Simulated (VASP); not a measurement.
Wanted: the native input for a VASP 6.6.1 run.

* Task: single point
* Functional: PBE
* Potentials or basis: VASP PAW PBE potentials, release 64 (Mg, S)
* Cutoff: 600 eV
* k mesh: 8 × 8 × 8
* Occupations: gaussian, width 0.02 eV
* Spin: no spin polarisation
* Dipole correction: no
* Further INCAR settings: ALGO = Normal; EDIFF = 1e-06; NBANDS = 11

The structure of MgS (m.b) lies in POSCAR:

```
MgS
1.0
    0.0000000000      2.6147886073      2.6147886073
    2.6147886073      0.0000000000      2.6147886073
    2.6147886073      2.6147886073      0.0000000000
Mg S
1 1
Direct
    0.0000000000      0.0000000000      0.0000000000
    0.5000000000      0.5000000000      0.5000000000
```

One way to write it, as run:

INCAR

```
PREC = Accurate
ENCUT = 600
EDIFF = 1E-6
ISMEAR = 0
SIGMA = 0.02
LREAL = False
LASPH = True
NELM = 120
ALGO = Normal
ISIF = 2
LWAVE = False
LCHARG = True
GGA = PE
LELF = True
LVHAR = True
NBANDS = 11
GGA_COMPAT = False
```

KPOINTS

```
regular mesh
0
Gamma
  8 8 8
```

Potentials or basis: VASP PAW PBE potentials, release 64 (Mg, S).

Command:

```bash
$ cat potpaw_PBE.64/Mg/POTCAR potpaw_PBE.64/S/POTCAR > POTCAR
$ mpirun -np 1 vasp_std > vasp.out
```

Results of the run:

- Pressure: -0.3 GPa
- Band gap on the k mesh: 2.74 eV, indirect (least direct gap 3.59 eV)

Run time: 17 s on 1 thread of Intel Xeon 6975P-C (shared host), peak memory 0.17 GiB.
